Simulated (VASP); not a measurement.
CsBe2:

```
Cs Be
1.0
     0.00000    3.09590    3.09590
     3.09590    0.00000    3.09590
     3.09590    3.09590    0.00000
Cs Be
1 2
Direct
  0.00000 0.00000 0.00000
  0.25000 0.25000 0.25000
  0.75000 0.75000 0.75000
```

| Item | Value |
| --- | --- |
| Program | VASP 6.6.1 |
| Task | relaxation of cell and atoms |
| Functional | PBE |
| Potentials or basis | VASP PAW PBE potentials, release 64 (Cs_sv, Be) |
| Cutoff | 600 eV |
| k mesh | 6 × 6 × 6 |
| Occupations | gaussian, width 0.1 eV |
| Spin | no spin polarisation |

At the start: pressure 11.2 GPa; volume 19.78 Å³/atom.

Q: How do energy, volume and symmetry change on relaxing?

A: Over 5 steps the energy falls by 817.9 meV/atom and the volume is 45.98 Å³/atom (+132.4 %); space group Fm-3m (No. 225, to 0.1 Å) before and after.

The path:
```
step  energy change (eV)  largest force (eV/Å)  pressure (GPa)  volume (Å³)
   1              0.0000                0.0000           11.24        59.35
   2             -0.9272                0.0000           11.41        72.08
   3             -2.4071                0.0000            0.94       120.95
   4             -2.4448                0.0000            0.36       130.46
   5             -2.4537                0.0000            0.03       137.95
```

Final structure:
```
CELL_PARAMETERS angstrom
0.00000 4.10105 4.10105
4.10105 0.00000 4.10105
4.10105 4.10105 0.00000
ATOMIC_POSITIONS crystal
Cs 0.00000 0.00000 0.00000
Be 0.25000 0.25000 0.25000
Be 0.75000 0.75000 0.75000
```

Caveat: the volume moved by over 15 % at a fixed basis, so the end points are rough.
